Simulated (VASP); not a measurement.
# SnP4 (P-3m1) in VASP: relaxation of cell and atoms with PBE

Aim: the relaxation of cell and atoms of SnP4 with PBE.

Program: VASP 6.6.1. These are calculated values, not measurements. Logs are shortened: lines on timing, memory, paths and dates and some standing lists are left out, and cuts for length are marked.

## (1) The cell of the first run

Symmetry: P-3m1, No. 164, trigonal system. Conventional cell: a = 3.292 Å, b = 3.292 Å, c = 11.922 Å, α = 90.00°, β = 90.00°, γ = 120.00°. Sn (site symmetry -3m) has 12 P at 3.28 to 4.35 Å and 6 Sn at 3.29 Å within 4.4 Å. P (site symmetry 3m) has 3 P at 2.27 Å within 3.0 Å. P (site symmetry 3m) has 3 P at 2.27 Å within 3.0 Å.

## (2) Relaxation of cell and atoms, PBE

Contents of INCAR:

```
SYSTEM = SnP4
ALGO = Normal
EDIFF = 1E-6
EDIFFG = -0.01
ENCUT = 600
GGA = PE
IBRION = 2
ISIF = 3
ISMEAR = 0
LASPH = .True.
LCHARG = .False.
LREAL = .False.
LWAVE = .False.
NELM = 100
NSW = 100
PREC = Accurate
SIGMA = 0.1
```

Contents of KPOINTS:

```
k-points
0
Gamma
  12 12 4
  0 0 0
```

Contents of POSCAR:

```
SnP4
1.0
    3.2917897707      0.0000000000      0.0000000000
   -1.6458948853      2.8507735653      0.0000000000
    0.0000000000      0.0000000000     11.9223258561
Sn P
1 4
Direct
    0.0000000000      0.0000000000      0.0000000000
    0.3333333333      0.6666666667      0.2239954945
    0.6666666667      0.3333333333      0.3283972913
    0.6666666667      0.3333333333      0.7760045055
    0.3333333333      0.6666666667      0.6716027087
```

Potentials or basis: VASP PAW PBE potentials, release 64 (Sn_d, P).

Started as:

```sh
$ cat potpaw_PBE.64/Sn_d/POTCAR potpaw_PBE.64/P/POTCAR > POTCAR
$ mpirun -np 1 vasp_std > vasp.out
```

OUTCAR:

```text
SYSTEM = SnP4
   EDIFF = 1E-6
   EDIFFG = -0.01
   ENCUT = 600
   GGA = PE
   IBRION = 2
   ISIF = 3
   ISMEAR = 0
   LASPH = .True.
   LREAL = .False.
   NELM = 100
   NSW = 100
   PREC = Accurate

 ion  position               nearest neighbor table
   1  0.000  0.000  0.000-   2 3.28   4 3.28   2 3.28   4 3.28   4 3.28   2 3.28
   2  0.333  0.667  0.224-   3 2.27   3 2.27   3 2.27   1 3.28   1 3.28   1 3.28
   3  0.667  0.333  0.328-   2 2.27   2 2.27   2 2.27
   4  0.667  0.333  0.776-   5 2.27   5 2.27   5 2.27   1 3.28   1 3.28   1 3.28
   5  0.333  0.667  0.672-   4 2.27   4 2.27   4 2.27

  LATTYP: Found a hexagonal cell.
 ALAT       =     3.2917897707
 C/A-ratio  =     3.6218369600

  Lattice vectors:

 A1 = (   3.2917897707,   0.0000000000,   0.0000000000)
 A2 = (  -1.6458948853,   2.8507735653,   0.0000000000)
 A3 = (   0.0000000000,   0.0000000000,  11.9223258561)

Analysis of symmetry for initial positions (statically):
=====================================================================
 Subroutine PRICEL returns:
 Original cell was already a primitive cell.

 Routine SETGRP: Setting up the symmetry group for a
 hexagonal supercell.

 Subroutine GETGRP returns: Found 12 space group operations
 (whereof 12 operations were pure point group operations)
 out of a pool of 24 trial point group operations.

The static configuration has the point symmetry D_3d.

Analysis of symmetry for dynamics (positions and initial velocities):
=====================================================================
 Subroutine PRICEL returns:
 Original cell was already a primitive cell.

 Routine SETGRP: Setting up the symmetry group for a
 hexagonal supercell.

 Subroutine GETGRP returns: Found 12 space group operations
 (whereof 12 operations were pure point group operations)
 out of a pool of 24 trial point group operations.

The dynamic configuration has the point symmetry D_3d.

 Subroutine INISYM returns: Found 12 space group operations
 (whereof 12 operations are pure point group operations),
 and found     1 'primitive' translations

----------------------------------------------------------------------------------------

                                     Primitive cell

  volume of cell :     111.8809

  direct lattice vectors                    reciprocal lattice vectors
     3.291789771  0.000000000  0.000000000     0.303786107  0.175390991  0.000000000
    -1.645894885  2.850773565  0.000000000     0.000000000  0.350781981  0.000000000
     0.000000000  0.000000000 11.922325856     0.000000000  0.000000000  0.083876251

  length of vectors
     3.291789771  3.291789771 11.922325856     0.350781981  0.350781981  0.083876251

  position of ions in fractional coordinates (direct lattice)
     0.000000000  0.000000000  0.000000000
     0.333333333  0.666666667  0.223995495
     0.666666667  0.333333333  0.328397291
     0.666666667  0.333333333  0.776004505
     0.333333333  0.666666667  0.671602709

  ion indices of the primitive-cell ions
   primitive index   ion index
                 1           1
                 2           2
                 3           3
                 4           4
                 5           5

----------------------------------------------------------------------------------------

 KPOINTS: k-points

Automatic generation of k-mesh.
 Grid dimensions read from file:
 generate k-points for:   12   12    4

 Generating k-lattice:

  Cartesian coordinates                     Fractional coordinates (reciprocal lattice)
     0.025315509  0.014615916  0.000000000     0.083333333  0.000000000  0.000000000
     0.000000000  0.029231832  0.000000000     0.000000000  0.083333333  0.000000000
     0.000000000  0.000000000  0.020969063     0.000000000  0.000000000  0.250000000

  Length of vectors
     0.029231832  0.029231832  0.020969063

  Shift w.r.t. Gamma in fractional coordinates (k-lattice)
     0.000000000  0.000000000  0.000000000

 Subroutine IBZKPT returns following result:
 ===========================================

 Found     69 irreducible k-points:

 Following reciprocal coordinates:
            Coordinates               Weight
  0.000000  0.000000  0.000000      1.000000
  0.083333  0.000000  0.000000      6.000000
  0.166667  0.000000  0.000000      6.000000
  0.250000  0.000000  0.000000      6.000000
  0.333333  0.000000  0.000000      6.000000
  0.416667  0.000000  0.000000      6.000000
[... 16 lines left out ...]
  0.166667  0.000000  0.250000      6.000000
  0.000000  0.166667  0.250000      6.000000
 [... further k-points ...]
   k-points           NKPTS =     69   k-points in BZ     NKDIM =     69   number of bands    NBANDS=     21
   number of dos      NEDOS =    301   number of ions     NIONS =      5
   total plane-waves  NPLWV =  75264
   dimension x,y,z NGX =    28 NGY =   28 NGZ =   96
   dimension x,y,z NGXF=    56 NGYF=   56 NGZF=  192
   ions per type =               1   4
   NGX,Y,Z   is equivalent  to a cutoff of  14.14, 14.14, 13.39 a.u.
   NGXF,Y,Z  is equivalent  to a cutoff of  28.28, 28.28, 26.77 a.u.
 SYSTEM =  SnP4
   PREC   = accura    normal or accurate (medium, high low for compatibility)
   ISTART =      0    job   : 0-new  1-cont  2-samecut
   ICHARG =      2    charge: 1-file 2-atom 10-const
   ISPIN  =      1    spin polarized calculation?
   LNONCOLLINEAR =      F non collinear calculations
   LSORBIT =      F    spin-orbit coupling
   LASPH  =      T    aspherical Exc in radial PAW
   ENCUT  =  600.0 eV  44.10 Ry    6.64 a.u.   6.57  6.57 23.81*2*pi/ulx,y,z
   NELM   =    100;   NELMIN=  2; NELMDL= -5     # of ELM steps
   EDIFF  = 0.1E-05   stopping-criterion for ELM
   LREAL  =      F    real-space projection
   EDIFFG = -.1E-01   stopping-criterion for IOM
   NSW    =    100    number of steps for IOM
   IBRION =      2    ionic relax: 0-MD 1-quasi-New 2-CG
   NFREE  =      1    steps in history (QN), initial steepest desc. (CG)
   ISIF   =      3    stress and relaxation
   ISYM   =      2    0-nonsym 1-usesym 2-fastsym
   POTIM  = 0.5000    time-step for ionic-motion
   TEBEG  =    0.0;   TEEND  =   0.0 temperature during run
   PSTRESS=    0.0 pullay stress
   NELECT =      34.0000    total number of electrons
   NUPDOWN=      -1.0000    fix difference up-down
   EMIN   =  10.00;   EMAX   =-10.00  energy-range for DOS
   EFERMI =   0.00;   METHOD = LEGACY
   ISMEAR =     0;   SIGMA  =   0.10  broadening in eV -4-tet -1-fermi 0-gaus
   EFERMI_NEDOS =   21; number of points for ismear=-14 and -15
   IALGO  =     38    algorithm
   IMIX   =      4    mixing-type and parameters
     AMIX     =   0.40;   BMIX     =  1.00
     AMIX_MAG =   1.60;   BMIX_MAG =  1.00
  volume/ion in A,a.u.               =      22.38       151.00
  Fermi-wavevector in a.u.,A,eV,Ry     =   1.100650  2.079927 16.482509  1.211430
  Thomas-Fermi vector in A             =   2.237064
   LORBIT       =      0    0 simple, 1 ext, 2 COOP (PROOUT), +10 PAW based schemes
   GGA     = PE    functional components
   LHFCALC =     F    Hartree Fock is set to
   AEXX    =    0.0000 exact exchange contribution
   IVDW    =     0    specifies the selected vdW correction
   LEPSILON=     F    determine dielectric tensor
   LRPA    =     F    only Hartree local field effects (RPA)
 conjugate gradient relaxation of ions
 non-spin polarized calculation
 Gauss-broadening in eV      SIGMA  =   0.10
  energy-cutoff  :      600.00
  volume of cell :      111.88
 maximum number of plane-waves:      3786
 NGX is ok and might be reduce to    28
   NGX = 13   NGY = 13   NGZ = 47

--------------------------------------- Ionic step        1  -------------------------------------------

 number of electron      33.9999999 magnetization

 Free energy of the ion-electron system (eV)
  ---------------------------------------------------
  ext. energy  EPLUGINS =         0.00000000
  ---------------------------------------------------
  free energy    TOTEN  =       -25.02687149 eV

  energy without entropy =      -25.01906113  energy(sigma->0) =      -25.02296631

------------------------ aborting loop because EDIFF is reached ----------------------------------------

  FORCE on cell =-STRESS in cart. coord.  units (eV):
  Direction    XX          YY          ZZ          XY          YZ          ZX
  --------------------------------------------------------------------------------------
  -------------------------------------------------------------------------------------
  Total       -0.1551513     -0.1551513     -0.1456369     -0.0000000      0.0000000      0.0000000
  in kB       -2.2218262     -2.2218262     -2.0855774     -0.0000000      0.0000000      0.0000000
  external PRESSURE =      -2.1764099 kB  Pullay stress =       0.0000000 kB
[... 63 lines left out ...]
  energy  without entropy=      -25.0190816628  energy(sigma->0) =      -25.02299591

--------------------------------------- Ionic step        3  -------------------------------------------

 number of electron      33.9999999 magnetization

 Free energy of the ion-electron system (eV)
  ---------------------------------------------------
  ext. energy  EPLUGINS =         0.00000000
  ---------------------------------------------------
  free energy    TOTEN  =       -25.02727745 eV

  energy without entropy =      -25.01945430  energy(sigma->0) =      -25.02336587

 E-fermi :   6.1852     XC(G=0):  -9.4720

 val. band max:        6.1795729022   @ k =   0.5000   0.0000   0.0000
 cond. band min:       6.1980359699   @ k =   0.2500   0.0000   0.5000
 fundamental gap:      0.0184630678
 Fermi energy:         6.1852175176

 k-point     1 :       0.0000    0.0000    0.0000
  band No.  band energies     occupation
      1     -15.4605      2.00000
      2     -15.3916      2.00000
      3     -15.3916      2.00000
      4     -15.3223      2.00000
      5     -15.3223      2.00000
      6      -9.4337      2.00000
[... 550 lines left out ...]
      5     -15.3274      2.00000
      6      -8.9856      2.00000
[... 13 lines left out ...]
     20       9.3080      0.00000
     21       9.3758      0.00000

 [... further k-points ...]
[... 5 lines left out ...]
  --------------------------------------------------------------------------------------
  -------------------------------------------------------------------------------------
  Total       -0.0029220     -0.0029220      0.0494414     -0.0000000     -0.0000000      0.0000000
  in kB       -0.0419386     -0.0419386      0.7096260     -0.0000000     -0.0000000      0.0000000
  external PRESSURE =       0.2085829 kB  Pullay stress =       0.0000000 kB
[... 20 lines left out ...]
  FREE ENERGIE OF THE ION-ELECTRON SYSTEM (eV)
  ---------------------------------------------------
  free  energy   TOTEN  =       -25.0272774536 eV

  energy  without entropy=      -25.0194542958  energy(sigma->0) =      -25.02336587

 reached required accuracy - stopping structural energy minimisation
```

It took 3.6 min on 1 thread of Intel Xeon 6975P-C (Granite Rapids), shared host; peak memory 0.38 GiB.

What came out:

* Free energy: -25.0273 eV
* Relaxed volume: 22.33 Å³/atom
* Relaxed cell: a = 3.289 Å, b = 3.289 Å, c = 11.914 Å, α = 90.00°, β = 90.00°, γ = 120.00°
* Space group after relaxing (to 0.1 Å): P-3m1 (No. 164)
* Energy gained by relaxing: 0.1 meV/atom
* Ionic steps: 3
* Pressure after relaxing: 0.0 GPa
* Largest force after relaxing: 0.006 eV/Å
* Band gap on the k mesh: zero (bands 17 and 18 overlap by 3.08 eV)

Forces in eV/Å, atoms in the order of the input:
```
Sn   0.000  0.000  0.000
P    0.000  0.000  0.006
P    0.000  0.000  0.001
P    0.000  0.000 -0.006
P    0.000  0.000 -0.001
```

Step by step:
| step | energy change (eV) | largest force (eV/Å) | pressure (GPa) | volume (Å³) |
| --- | --- | --- | --- | --- |
| 1 | 0.0000 | 0.0696 | -0.22 | 111.88 |
| 2 | 0.0000 | 0.0653 | 0.24 | 111.39 |
| 3 | -0.0004 | 0.0062 | 0.02 | 111.63 |

Final structure:
```
Sn P
1.0
     3.28925    0.00000    0.00000
    -1.64463    2.84858    0.00000
     0.00000    0.00000   11.91370
Sn P
1 4
Direct
  0.00000 0.00000 0.00000
  0.33333 0.66667 0.22414
  0.66667 0.33333 0.32826
  0.66667 0.33333 0.77586
  0.33333 0.66667 0.67174
```

Caveat: spin-orbit coupling is left out, which moves the levels of the heavy elements; this functional lacks dispersion, which binds layers or chains, so the pressure and a relaxed spacing across them are unreliable.
